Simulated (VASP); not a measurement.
Write the native input for VASP 6.6.1 that does the following.

```
Task                   : single point
Functional             : PBEsol
Potentials or basis    : VASP PAW PBE potentials, release 64 (Cd, Se)
Cutoff                 : 400 eV
k mesh                 : 1 × 1 × 1, shifted
Occupations            : fermi-dirac, width 0.05 eV
Spin                   : no spin polarisation
Dipole correction      : no
Further INCAR settings : LREAL = Auto; ALGO = Normal; EDIFF = 1e-06; NBANDS = 489; ISYM = -1
```

The structure of Cd49Se47 (a cell with a defect) lies in POSCAR:

```
Cd49Se47
1.0
   12.9066740000      0.0000000000      0.0000000000
    0.0000000000     14.9033430000      0.0000000000
    0.0000000000      0.0000000000     14.0415350000
Cd Se
49 47
Direct
    0.0002740000      0.1660200000      0.9997220000
    0.0006940000      0.1750620000      0.4978040000
    0.3336290000      0.1673840000      0.9939840000
    0.3336600000      0.1659160000      0.4999220000
    0.1681380000      0.4150530000      0.9971900000
    0.1673550000      0.4224530000      0.4994580000
    0.9998920000      0.6658430000      0.0066040000
    0.9992030000      0.6649710000      0.5011130000
    0.6666040000      0.1673560000      0.9942940000
    0.6661420000      0.1674480000      0.4996770000
    0.4999260000      0.4110070000      0.9900500000
    0.4965430000      0.4259690000      0.4356320000
    0.3372970000      0.6616750000      0.0062260000
    0.3167100000      0.6913670000      0.5211280000
    0.1662250000      0.9155660000      0.0022320000
    0.1634160000      0.9225700000      0.5025830000
    0.8315950000      0.4147110000      0.9980520000
    0.8311090000      0.4223030000      0.4990760000
    0.6625410000      0.6617090000      0.0083790000
    0.6793460000      0.6916940000      0.5216420000
    0.5001530000      0.9173980000      0.0045640000
    0.5023570000      0.9201400000      0.5028410000
    0.8345360000      0.9159720000      0.0028200000
    0.8399420000      0.9250210000      0.5033570000
    0.1658860000      0.0779430000      0.2490870000
    0.1671480000      0.0860830000      0.7498770000
    0.9996110000      0.3318410000      0.2479190000
    0.9999590000      0.3339300000      0.7493150000
    0.5001210000      0.0811030000      0.2483550000
    0.5004530000      0.0850470000      0.7478910000
    0.3262430000      0.3235720000      0.2448810000
    0.3416810000      0.3409690000      0.7364960000
    0.1700620000      0.5824160000      0.2505030000
    0.1636490000      0.5832780000      0.7554690000
    0.9999720000      0.8299180000      0.2541830000
    0.0008560000      0.8351600000      0.7525230000
    0.8344290000      0.0783640000      0.2491730000
    0.8339660000      0.0866790000      0.7500110000
    0.6721810000      0.3240010000      0.2456500000
    0.6587720000      0.3409090000      0.7365670000
    0.4955620000      0.5459980000      0.2676590000
    0.5024570000      0.5774720000      0.7458160000
    0.3348410000      0.8246240000      0.2483390000
    0.3343710000      0.8376380000      0.7592530000
    0.8269530000      0.5824360000      0.2515380000
    0.8384030000      0.5829940000      0.7568700000
    0.6657720000      0.8242050000      0.2491270000
    0.6675270000      0.8386890000      0.7610680000
    0.5015680000      0.6128670000      0.4562850000
    0.0003180000      0.1640030000      0.1876930000
    0.0007480000      0.1683090000      0.6857650000
    0.3316060000      0.1583700000      0.1820380000
    0.3341260000      0.1693020000      0.6869490000
    0.1658170000      0.4157330000      0.1853040000
    0.1659700000      0.4191830000      0.6869610000
    0.9986450000      0.6625510000      0.1942300000
    0.0007230000      0.6684000000      0.6894760000
    0.6685770000      0.1588040000      0.1823690000
    0.6667940000      0.1694270000      0.6867900000
    0.4992790000      0.3936020000      0.1755070000
    0.5002550000      0.4235240000      0.6561300000
    0.3449750000      0.6553310000      0.1952930000
    0.3323940000      0.6689820000      0.7023030000
    0.1674130000      0.9101460000      0.1900760000
    0.1683770000      0.9180850000      0.6904810000
    0.8331380000      0.4156610000      0.1861610000
    0.8343390000      0.4193800000      0.6868940000
    0.6513220000      0.6547540000      0.1975070000
    0.6712570000      0.6705490000      0.7040430000
    0.5004430000      0.9126830000      0.1917020000
    0.5010520000      0.9167680000      0.6906350000
    0.8328790000      0.9105870000      0.1905210000
    0.8335280000      0.9186510000      0.6910920000
    0.1644790000      0.0868920000      0.4368690000
    0.1660750000      0.0814840000      0.9374950000
    0.9993830000      0.3413590000      0.4359220000
    0.9997690000      0.3324630000      0.9370530000
    0.5001720000      0.0854090000      0.4361800000
    0.5000920000      0.0816190000      0.9358330000
    0.3258390000      0.3303430000      0.4324960000
    0.3316890000      0.3322850000      0.9260990000
    0.1732270000      0.5901280000      0.4401620000
    0.1667810000      0.5838960000      0.9429250000
    0.0007190000      0.8334830000      0.4420560000
    0.0001000000      0.8314470000      0.9403470000
    0.8356780000      0.0889600000      0.4367710000
    0.8341350000      0.0817070000      0.9376320000
    0.6698070000      0.3325440000      0.4330710000
    0.6680480000      0.3321710000      0.9263120000
    0.5003130000      0.5794360000      0.9348700000
    0.3324270000      0.8445430000      0.4366770000
    0.3342070000      0.8304750000      0.9460860000
    0.8256560000      0.5901370000      0.4409930000
    0.8326580000      0.5835900000      0.9443050000
    0.6722780000      0.8461310000      0.4369530000
    0.6663500000      0.8305330000      0.9477310000
```

The input as run:

INCAR

```
PREC = Accurate ; ENCUT = 400
EDIFF = 1E-6 ; ISMEAR = -1
SIGMA = 0.05 ; LREAL = Auto
LASPH = T ; NELM = 120
ALGO = Normal ; ISIF = 2
LWAVE = F ; LCHARG = T
GGA = PS ; LELF = T
LVHAR = T ; ISYM = -1
NBANDS = 489 ; GGA_COMPAT = F
KPAR = 1
```

KPOINTS

```
explicit points
1
Reciprocal
  0.25000000   0.25000000   0.25000000 1
```

Potentials or basis: VASP PAW PBE potentials, release 64 (Cd, Se).

The run is started by

```sh
$ cat potpaw_PBE.64/Cd/POTCAR potpaw_PBE.64/Se/POTCAR > POTCAR
$ mpirun -np 4 vasp_std > vasp.out
```

Results of the run:

* Pressure: -0.1 GPa
* Largest force: 0.041 eV/Å
* Band gap on the k mesh: 0.74 eV

Caveat: semilocal functionals underestimate gaps, and a narrow one can read as zero; the PAW data sets were made with another functional, which shifts forces and pressure a little.

Wall time 9.9 min on 4 MPI ranks on Intel(R) Xeon(R) Platinum 8259CL CPU @ 2.50GHz (Skylake/Cascade Lake), on a shared host, peak memory 0.69 GiB a rank.
